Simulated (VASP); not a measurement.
Write the native input for VASP 6.6.1 that does the following.

```
Task                   : relaxation of volume and atoms at fixed shape
Functional             : LDA
Potentials or basis    : VASP PAW LDA potentials, release 64 (C)
Cutoff                 : 600 eV
k mesh                 : 4 × 4 × 4
Occupations            : gaussian, width 0.1 eV
Spin                   : no spin polarisation
Dipole correction      : no
Further INCAR settings : LREAL = Auto; ALGO = Normal; EDIFF = 1e-06; IBRION = 2; EDIFFG = -0.015; NSW = 80; ISIF = 8
```

The structure of C lies in POSCAR:

```
C
1.0
    7.0700000000      0.0000000000      0.0000000000
    0.0000000000      7.0700000000      0.0000000000
    0.0000000000      0.0000000000      7.0700000000
C
64
Direct
    0.0000000000      0.0000000000      0.0000000000
    0.0000000000      0.2500000000      0.2500000000
    0.2500000000      0.0000000000      0.2500000000
    0.2500000000      0.2500000000      0.0000000000
    0.1250000000      0.1250000000      0.1250000000
    0.1250000000      0.3750000000      0.3750000000
    0.3750000000      0.1250000000      0.3750000000
    0.3750000000      0.3750000000      0.1250000000
    0.0000000000      0.0000000000      0.5000000000
    0.0000000000      0.2500000000      0.7500000000
    0.2500000000      0.0000000000      0.7500000000
    0.2500000000      0.2500000000      0.5000000000
    0.1250000000      0.1250000000      0.6250000000
    0.1250000000      0.3750000000      0.8750000000
    0.3750000000      0.1250000000      0.8750000000
    0.3750000000      0.3750000000      0.6250000000
    0.0000000000      0.5000000000      0.0000000000
    0.0000000000      0.7500000000      0.2500000000
    0.2500000000      0.5000000000      0.2500000000
    0.2500000000      0.7500000000      0.0000000000
    0.1250000000      0.6250000000      0.1250000000
    0.1250000000      0.8750000000      0.3750000000
    0.3750000000      0.6250000000      0.3750000000
    0.3750000000      0.8750000000      0.1250000000
    0.0000000000      0.5000000000      0.5000000000
    0.0000000000      0.7500000000      0.7500000000
    0.2500000000      0.5000000000      0.7500000000
    0.2500000000      0.7500000000      0.5000000000
    0.1250000000      0.6250000000      0.6250000000
    0.1250000000      0.8750000000      0.8750000000
    0.3750000000      0.6250000000      0.8750000000
    0.3750000000      0.8750000000      0.6250000000
    0.5000000000      0.0000000000      0.0000000000
    0.5000000000      0.2500000000      0.2500000000
    0.7500000000      0.0000000000      0.2500000000
    0.7500000000      0.2500000000      0.0000000000
    0.6250000000      0.1250000000      0.1250000000
    0.6250000000      0.3750000000      0.3750000000
    0.8750000000      0.1250000000      0.3750000000
    0.8750000000      0.3750000000      0.1250000000
    0.5000000000      0.0000000000      0.5000000000
    0.5000000000      0.2500000000      0.7500000000
    0.7500000000      0.0000000000      0.7500000000
    0.7500000000      0.2500000000      0.5000000000
    0.6250000000      0.1250000000      0.6250000000
    0.6250000000      0.3750000000      0.8750000000
    0.8750000000      0.1250000000      0.8750000000
    0.8750000000      0.3750000000      0.6250000000
    0.5000000000      0.5000000000      0.0000000000
    0.5000000000      0.7500000000      0.2500000000
    0.7500000000      0.5000000000      0.2500000000
    0.7500000000      0.7500000000      0.0000000000
    0.6250000000      0.6250000000      0.1250000000
    0.6250000000      0.8750000000      0.3750000000
    0.8750000000      0.6250000000      0.3750000000
    0.8750000000      0.8750000000      0.1250000000
    0.5000000000      0.5000000000      0.5000000000
    0.5000000000      0.7500000000      0.7500000000
    0.7500000000      0.5000000000      0.7500000000
    0.7500000000      0.7500000000      0.5000000000
    0.6250000000      0.6250000000      0.6250000000
    0.6250000000      0.8750000000      0.8750000000
    0.8750000000      0.6250000000      0.8750000000
    0.8750000000      0.8750000000      0.6250000000
```

The input as run:

INCAR

```
SYSTEM = C
ALGO = Normal ; EDIFF = 1E-6
EDIFFG = -0.015 ; ENCUT = 600
IBRION = 2 ; ISIF = 8
ISMEAR = 0 ; LASPH = .True.
LCHARG = .False. ; LREAL = Auto
LUSENCCL = .False. ; LWAVE = .False.
NELM = 60 ; NSW = 80
PREC = Accurate ; SIGMA = 0.1
```

KPOINTS

```
k-points
0
Gamma
  4 4 4
  0 0 0
```

Potentials or basis: VASP PAW LDA potentials, release 64 (C).

Command:

```bash
$ cat potpaw_LDA.64/C/POTCAR > POTCAR
$ mpirun -np 1 vasp_std > vasp.out
```

Results of the run:

```json
{
  "Pressure after relaxing": "-0.4 GPa",
  "Band gap on the k mesh": "4.16 eV"
}
```

Wall time 4.4 min on 1 × NVIDIA H100 80GB with 1 thread of Intel(R) Xeon(R) Platinum 8481C CPU @ 2.70GHz (Sapphire Rapids) (shared host), peak memory 1.6 GiB.
